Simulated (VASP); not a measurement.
# LaB6 in VASP: further runs, part 2 of 2

VASP 6.6.1. The steps go on from the part before.

### Step 3. Single point, PBEsol

This run uses another cell than the first one, of 10.26 Å³/atom.

INCAR reads:

```
  ALGO = Normal
  EDIFF = 1E-7
  ENCUT = 520
  GGA = PS
  ISIF = 2
  ISMEAR = -1
  LASPH = T
  LCHARG = F
  LREAL = F
  LWAVE = F
  NBANDS = 24
  NELM = 80
  PREC = Accurate
  SIGMA = 0.05
```

KPOINTS reads:

```
k-points
0
Gamma
  7 7 7
```

POSCAR reads:

```
LaB6
1.0
    4.1570000000      0.0000000000      0.0000000000
    0.0000000000      4.1570000000      0.0000000000
    0.0000000000      0.0000000000      4.1570000000
La B
1 6
Direct
    0.0000000000      0.0000000000      0.0000000000
    0.5000000000      0.5000000000      0.8025000000
    0.5000000000      0.5000000000      0.1975000000
    0.5000000000      0.8025000000      0.5000000000
    0.8025000000      0.5000000000      0.5000000000
    0.5000000000      0.1975000000      0.5000000000
    0.1975000000      0.5000000000      0.5000000000
```

Potentials or basis: VASP PAW PBE potentials, release 64 (La, B).

Run with:

```bash
$ cat potpaw_PBE.64/La/POTCAR potpaw_PBE.64/B/POTCAR > POTCAR
$ mpirun -np 1 vasp_std > vasp.out
```

OUTCAR:

```text
EDIFF = 1E-7
   ENCUT = 520
   GGA = PS
   ISIF = 2
   ISMEAR = -1
   LASPH = T
   LREAL = F
   NELM = 80
   PREC = Accurate

 ion  position               nearest neighbor table
   1  0.000  0.000  0.000-
   2  0.500  0.500  0.803-   3 1.64   4 1.78   5 1.78   6 1.78   7 1.78
   3  0.500  0.500  0.197-   2 1.64   4 1.78   5 1.78   6 1.78   7 1.78
   4  0.500  0.803  0.500-   6 1.64   3 1.78   5 1.78   2 1.78   7 1.78
   5  0.803  0.500  0.500-   7 1.64   3 1.78   4 1.78   6 1.78   2 1.78
   6  0.500  0.197  0.500-   4 1.64   3 1.78   2 1.78   5 1.78   7 1.78
   7  0.197  0.500  0.500-   5 1.64   3 1.78   4 1.78   2 1.78   6 1.78

  LATTYP: Found a simple cubic cell.
 ALAT       =     4.1570000000

  Lattice vectors:

 A1 = (   4.1570000000,   0.0000000000,   0.0000000000)
 A2 = (   0.0000000000,   4.1570000000,   0.0000000000)
 A3 = (   0.0000000000,   0.0000000000,   4.1570000000)

Analysis of symmetry for initial positions (statically):
=====================================================================
 Subroutine PRICEL returns:
 Original cell was already a primitive cell.

 Routine SETGRP: Setting up the symmetry group for a
 simple cubic supercell.

 Subroutine GETGRP returns: Found 48 space group operations
 (whereof 48 operations were pure point group operations)
 out of a pool of 48 trial point group operations.

The static configuration has the point symmetry O_h .

Analysis of symmetry for dynamics (positions and initial velocities):
=====================================================================
 Subroutine PRICEL returns:
 Original cell was already a primitive cell.

 Routine SETGRP: Setting up the symmetry group for a
 simple cubic supercell.

 Subroutine GETGRP returns: Found 48 space group operations
 (whereof 48 operations were pure point group operations)
 out of a pool of 48 trial point group operations.

The dynamic configuration has the point symmetry O_h .

 Subroutine INISYM returns: Found 48 space group operations
 (whereof 48 operations are pure point group operations),
 and found     1 'primitive' translations

----------------------------------------------------------------------------------------

                                     Primitive cell

  volume of cell :      71.8357

  direct lattice vectors                    reciprocal lattice vectors
     4.157000000  0.000000000  0.000000000     0.240558095  0.000000000  0.000000000
     0.000000000  4.157000000  0.000000000     0.000000000  0.240558095  0.000000000
     0.000000000  0.000000000  4.157000000     0.000000000  0.000000000  0.240558095

  length of vectors
     4.157000000  4.157000000  4.157000000     0.240558095  0.240558095  0.240558095

  position of ions in fractional coordinates (direct lattice)
     0.000000000  0.000000000  0.000000000
     0.500000000  0.500000000  0.802500000
     0.500000000  0.500000000  0.197500000
     0.500000000  0.802500000  0.500000000
     0.802500000  0.500000000  0.500000000
     0.500000000  0.197500000  0.500000000
     0.197500000  0.500000000  0.500000000

  ion indices of the primitive-cell ions
   primitive index   ion index
[... 33 lines left out ...]

 Following reciprocal coordinates:
            Coordinates               Weight
  0.000000  0.000000  0.000000      1.000000
  0.142857  0.000000  0.000000      6.000000
  0.285714  0.000000  0.000000      6.000000
  0.428571  0.000000  0.000000      6.000000
  0.142857  0.142857  0.000000     12.000000
  0.285714  0.142857  0.000000     24.000000
[... 12 lines left out ...]
  0.428571  0.428571  0.285714     24.000000
  0.428571  0.428571  0.428571      8.000000
   k-points           NKPTS =     20   k-points in BZ     NKDIM =     20   number of bands    NBANDS=     24
   number of dos      NEDOS =    301   number of ions     NIONS =      7
   total plane-waves  NPLWV =  32768
   dimension x,y,z NGX =    32 NGY =   32 NGZ =   32
   dimension x,y,z NGXF=    64 NGYF=   64 NGZF=   64
   ions per type =               1   6
   NGX,Y,Z   is equivalent  to a cutoff of  12.80, 12.80, 12.80 a.u.
   NGXF,Y,Z  is equivalent  to a cutoff of  25.59, 25.59, 25.59 a.u.
 SYSTEM =  unknown system
   PREC   = accura    normal or accurate (medium, high low for compatibility)
   ISTART =      0    job   : 0-new  1-cont  2-samecut
   ICHARG =      2    charge: 1-file 2-atom 10-const
   ISPIN  =      1    spin polarized calculation?
   LNONCOLLINEAR =      F non collinear calculations
   LSORBIT =      F    spin-orbit coupling
   LASPH  =      T    aspherical Exc in radial PAW
   ENCUT  =  520.0 eV  38.22 Ry    6.18 a.u.   7.73  7.73  7.73*2*pi/ulx,y,z
   NELM   =     80;   NELMIN=  2; NELMDL= -5     # of ELM steps
   EDIFF  = 0.1E-06   stopping-criterion for ELM
   LREAL  =      F    real-space projection
   EDIFFG = 0.1E-05   stopping-criterion for IOM
   NSW    =      0    number of steps for IOM
   IBRION =     -1    ionic relax: 0-MD 1-quasi-New 2-CG
   NFREE  =      0    steps in history (QN), initial steepest desc. (CG)
   ISIF   =      2    stress and relaxation
   ISYM   =      2    0-nonsym 1-usesym 2-fastsym
   POTIM  = 0.5000    time-step for ionic-motion
   TEBEG  =    0.0;   TEEND  =   0.0 temperature during run
   PSTRESS=    0.0 pullay stress
   NELECT =      29.0000    total number of electrons
   NUPDOWN=      -1.0000    fix difference up-down
   EMIN   =  10.00;   EMAX   =-10.00  energy-range for DOS
   EFERMI =   0.00;   METHOD = LEGACY
   ISMEAR =    -1;   SIGMA  =   0.05  broadening in eV -4-tet -1-fermi 0-gaus
   EFERMI_NEDOS =   21; number of points for ismear=-14 and -15
   IALGO  =     38    algorithm
   IMIX   =      4    mixing-type and parameters
     AMIX     =   0.40;   BMIX     =  1.00
     AMIX_MAG =   1.60;   BMIX_MAG =  1.00
  volume/ion in A,a.u.               =      10.26        69.25
  Fermi-wavevector in a.u.,A,eV,Ry     =   1.209932  2.286439 19.918037  1.463934
  Thomas-Fermi vector in A             =   2.345494
   LORBIT       =      0    0 simple, 1 ext, 2 COOP (PROOUT), +10 PAW based schemes
   GGA     = PS    functional components
   LHFCALC =     F    Hartree Fock is set to
   AEXX    =    0.0000 exact exchange contribution
   IVDW    =     0    specifies the selected vdW correction
   LEPSILON=     F    determine dielectric tensor
   LRPA    =     F    only Hartree local field effects (RPA)
 non-spin polarized calculation
  energy-cutoff  :      520.00
  volume of cell :       71.84
 maximum number of plane-waves:      1949
 NGX is ok and might be reduce to    32
   NGX = 15   NGY = 15   NGZ = 15

 number of electron      29.0000003 magnetization

 Free energy of the ion-electron system (eV)
  ---------------------------------------------------
  ext. energy  EPLUGINS =         0.00000000
  ---------------------------------------------------
  free energy    TOTEN  =       -51.48524598 eV

  energy without entropy =      -51.47042289  energy(sigma->0) =      -51.47783443

 E-fermi :   8.4472     XC(G=0): -11.3709

 val. band max:        8.3580912471   @ k =   0.1429   0.1429   0.0000
 cond. band min:       8.4512709637   @ k =   0.2857   0.2857   0.0000
 fundamental gap:      0.0931797166
 Fermi energy:         8.4472026928

 k-point     1 :       0.0000    0.0000    0.0000
  band No.  band energies     occupation
      1     -24.5263      2.00000
      2      -8.2702      2.00000
      3      -8.2702      2.00000
      4      -8.2702      2.00000
      5      -6.9040      2.00000
      6       0.5969      2.00000
[... 529 lines left out ...]
     23      12.4881      0.00000
     24      12.6729      0.00000

------------------------ aborting loop because EDIFF is reached ----------------------------------------

  FORCE on cell =-STRESS in cart. coord.  units (eV):
  Direction    XX          YY          ZZ          XY          YZ          ZX
  --------------------------------------------------------------------------------------
  -------------------------------------------------------------------------------------
  Total       -1.6251130     -1.6251130     -1.6251130      0.0000000      0.0000000     -0.0000000
  in kB      -36.2454979    -36.2454979    -36.2454979      0.0000000      0.0000000     -0.0000000
  external PRESSURE =     -36.2454979 kB  Pullay stress =       0.0000000 kB

 VOLUME and BASIS-vectors are now :
 -----------------------------------------------------------------------------
  energy-cutoff  :      520.00
  volume of cell :       71.84
      direct lattice vectors                 reciprocal lattice vectors
     4.157000000  0.000000000  0.000000000     0.240558095  0.000000000  0.000000000
     0.000000000  4.157000000  0.000000000     0.000000000  0.240558095  0.000000000
     0.000000000  0.000000000  4.157000000     0.000000000  0.000000000  0.240558095

 POSITION                                       TOTAL-FORCE (eV/Angst)
 -----------------------------------------------------------------------------------
      0.00000      0.00000      0.00000         0.000000      0.000000     -0.000000
      2.07850      2.07850      3.33599         0.000000      0.000000     -0.593752
      2.07850      2.07850      0.82101        -0.000000     -0.000000      0.593752
      2.07850      3.33599      2.07850         0.000000     -0.593752      0.000000
      3.33599      2.07850      2.07850        -0.593752      0.000000     -0.000000
      2.07850      0.82101      2.07850        -0.000000      0.593752      0.000000
      0.82101      2.07850      2.07850         0.593752     -0.000000      0.000000
 -----------------------------------------------------------------------------------
    total drift:                               -0.000000     -0.000000      0.000000

  FREE ENERGIE OF THE ION-ELECTRON SYSTEM (eV)
  ---------------------------------------------------
  free  energy   TOTEN  =       -51.4852459758 eV

  energy  without entropy=      -51.4704228859  energy(sigma->0) =      -51.47783443
```

It took 59 s on 1 thread of Intel Xeon Platinum 8259CL at 2.50GHz (Skylake/Cascade Lake), shared host; peak memory 0.2 GiB.

Results:

```
Free energy            : -51.4852 eV
Pressure               : -3.6 GPa
Largest force          : 0.594 eV/Å
Band gap on the k mesh : zero (an odd number of electrons rules out a gap without spin polarisation)
```

Forces in eV/Å, atoms in the order of the input:
```
La   0.000  0.000  0.000
B    0.000  0.000 -0.594
B    0.000  0.000  0.594
B    0.000 -0.594  0.000
B   -0.594  0.000  0.000
B    0.000  0.594  0.000
B    0.594  0.000  0.000
```

Levels at points of the mesh, in eV from the Fermi level:
| k point | band 12 | band 13 | band 14 | band 15 | band 16 | band 17 |
| --- | --- | --- | --- | --- | --- | --- |
| (0.00, 0.00, 0.00) | -1.76 | -1.76 | -1.76 | 0.19 | 0.19 | 0.19 |

Caveat: the cell stands under tension; the PAW data sets were made with another functional, which shifts forces and pressure a little; spin-orbit coupling is left out, which moves the levels of the heavy elements; an odd number of electrons without spin polarisation forces a metal; a magnetic or distorted state may lie lower.

### Step 4. Relaxation of cell and atoms, PBEsol

This run uses another cell than the first one, of 10.26 Å³/atom.

INCAR reads:

```
SYSTEM = LaB6
PREC     = Accurate       ! precision mode
ENCUT    = 600            ! plane-wave cutoff, eV
EDIFF    = 1E-6           ! SCF threshold, eV
ISMEAR   = -1             ! smearing method
SIGMA    = 0.05           ! smearing width, eV
LREAL    = .FALSE.        ! projectors in reciprocal space
LASPH    = .TRUE.         ! aspherical terms in the spheres
NELM     = 80             ! most SCF steps
ALGO     = Normal         ! electronic algorithm
ISIF     = 3              ! what is computed and relaxed
LWAVE    = .FALSE.        ! write WAVECAR
LCHARG   = .FALSE.        ! write CHGCAR
GGA      = PS             ! functional
IBRION   = 2              ! ionic algorithm
NSW      = 60             ! ionic steps
EDIFFG   = -0.01          ! ionic threshold
```

KPOINTS reads:

```
Automatic mesh
0
G
  7 7 7
  0 0 0
```

POSCAR is that of step 3.

Run with:

```bash
$ cat potpaw_PBE.64/La/POTCAR potpaw_PBE.64/B/POTCAR > POTCAR
$ mpirun -np 1 vasp_std > vasp.out
```

It took 3 min on 1 thread of Intel Xeon Platinum 8259CL at 2.50GHz (Skylake/Cascade Lake), shared host; peak memory 0.23 GiB.

The run converged. Its results:

```
Free energy                           : -51.5215 eV
Relaxed volume                        : 10.07 Å³/atom
Relaxed cell                          : a = 4.131 Å, b = 4.131 Å, c = 4.131 Å, α = 90.00°, β = 90.00°, γ = 90.00°
Space group after relaxing (to 0.1 Å) : Pm-3m (No. 221)
Energy gained by relaxing             : 4.3 meV/atom
Ionic steps                           : 6
Pressure after relaxing               : 0.0 GPa
Largest force after relaxing          : 0.009 eV/Å
Band gap on the k mesh                : zero (an odd number of electrons rules out a gap without spin polarisation)
```

Forces in eV/Å, atoms in the order of the input:
```
La   0.000  0.000  0.000
B    0.000  0.000  0.009
B    0.000  0.000 -0.009
B    0.000  0.009  0.000
B    0.009  0.000  0.000
B    0.000 -0.009  0.000
B   -0.009  0.000  0.000
```

Step by step:
```
step  energy change (eV)  largest force (eV/Å)  pressure (GPa)  volume (Å³)
   1              0.0000                0.5911           -3.64        71.84
   2              0.0671                1.4094            4.28        69.44
   3             -0.0283                0.0869           -1.09        70.97
   4             -0.0283                0.1010           -1.05        70.95
   5             -0.0297                0.0459            0.66        70.24
   6             -0.0304                0.0086            0.04        70.49
```

Final structure:
```
La B
1.0
     4.13094    0.00000    0.00000
     0.00000    4.13094    0.00000
     0.00000    0.00000    4.13094
La B
1 6
Direct
  0.00000 0.00000 0.00000
  0.50000 0.50000 0.80047
  0.50000 0.50000 0.19953
  0.50000 0.80047 0.50000
  0.80047 0.50000 0.50000
  0.50000 0.19953 0.50000
  0.19953 0.50000 0.50000
```

Levels at points of the mesh, in eV from the Fermi level:
```
           k point  band 11  band 12  band 13  band 14  band 15  band 16  band 17  band 18
(0.00, 0.00, 0.00)    -6.97    -1.88    -1.88    -1.88     0.22     0.22     0.22     1.51
```

Caveat: the PAW data sets were made with another functional, which shifts forces and pressure a little; spin-orbit coupling is left out, which moves the levels of the heavy elements; an odd number of electrons without spin polarisation forces a metal; a magnetic or distorted state may lie lower.

### Step 5. Single point, PBEsol (atoms moved at random)

INCAR reads:

```
  PREC = Accurate
  ENCUT = 520
  EDIFF = 1E-6
  ISMEAR = -1
  SIGMA = 0.05
  LREAL = False
  LASPH = True
  NELM = 80
  ALGO = Normal
  ISIF = 2
  LWAVE = False
  LCHARG = False
  GGA = PS
  NBANDS = 24
```

KPOINTS reads:

```
Automatic mesh
0
Gamma
  7 7 7
```

POSCAR reads:

```
LaB6
1.0
    4.1570000000      0.0000000000      0.0000000000
    0.0000000000      4.1570000000      0.0000000000
    0.0000000000      0.0000000000      4.1570000000
La B
1 6
Direct
   -0.0046860000     -0.0019640000      0.0071890000
    0.4984530000      0.5086020000      0.7906460000
    0.5068350000      0.4922820000      0.2013710000
    0.5026960000      0.8192080000      0.4979390000
    0.8083100000      0.4827850000      0.5063910000
    0.5084920000      0.1995630000      0.4889990000
    0.1949650000      0.4954720000      0.4960320000
```

Run with:

```bash
$ cat potpaw_PBE.64/La/POTCAR potpaw_PBE.64/B/POTCAR > POTCAR
$ mpirun -np 1 vasp_std > vasp.out
```

Wall time 5.5 min (1 thread of Intel Xeon Platinum 8259CL at 2.50GHz (Skylake/Cascade Lake), shared host); peak memory 0.4 GiB.

It converged, with:

```
Free energy            : -51.2166 eV
Pressure               : -2.8 GPa
Largest force          : 3.188 eV/Å
Band gap on the k mesh : zero (an odd number of electrons rules out a gap without spin polarisation)
```

Forces on the atoms (eV/Å):
```
La   0.180 -0.042 -0.235
B    0.163 -0.241  0.930
B   -0.308  0.958 -0.852
B   -0.045 -3.186 -0.101
B   -1.139  1.078 -0.400
B   -0.489  1.147  0.565
B    1.638  0.287  0.093
```

Stress tensor (GPa, compression positive):
```
-2.82  1.62 -0.34
 1.62 -2.53 -2.14
-0.34 -2.14 -3.00
```

Levels at points of the mesh, in eV from the Fermi level:
| k point | band 10 | band 11 | band 12 | band 13 | band 14 | band 15 | band 16 | band 17 | band 18 | band 19 |
| --- | --- | --- | --- | --- | --- | --- | --- | --- | --- | --- |
| (0.00, 0.00, 0.00) | -7.10 | -6.74 | -1.92 | -1.68 | -1.42 | -0.01 | 0.19 | 0.36 | 1.44 | 1.53 |

Caveat: the cell differs from its parent crystal (atoms moved at random); the PAW data sets were made with another functional, which shifts forces and pressure a little; spin-orbit coupling is left out, which moves the levels of the heavy elements; an odd number of electrons without spin polarisation forces a metal; a magnetic or distorted state may lie lower.

### Step 6. The runs side by side

| task | cell | cutoff (eV) | gap on the mesh (eV) | pressure (GPa) | largest force (eV/Å) |
| --- | --- | --- | --- | --- | --- |
| single point | a = 4.131 Å, 7 atoms, atomic positions A | 520 | none | 0.1 | 0.03 |
| single point | a = 4.157 Å, 7 atoms, atomic positions B | 520 | none | -3.6 | 0.59 |
| relaxation of cell and atoms | relaxed from a = 4.157 Å, 7 atoms, atomic positions B | 600 | none | 0.0 | 0.01 |
| single point | a = 4.157 Å, 7 atoms, atomic positions C | 520 | none | -2.8 | 3.19 |

Alike in all rows: level PBEsol; potentials or basis VASP PAW PBE potentials, release 64 (La, B); no spin polarisation; k mesh 7 × 7 × 7; smearing fermi-dirac 0.05 eV.

Caveats: the PAW data sets were made with another functional, which shifts forces and pressure a little; spin-orbit coupling is left out, which moves the levels of the heavy elements; an odd number of electrons without spin polarisation forces a metal; a magnetic or distorted state may lie lower; the cell stands under tension (at least some runs).

Absolute energies hang on the potentials; compare differences alone.

The gap in the log of VASP goes by the Fermi energy; the results here count the filled bands.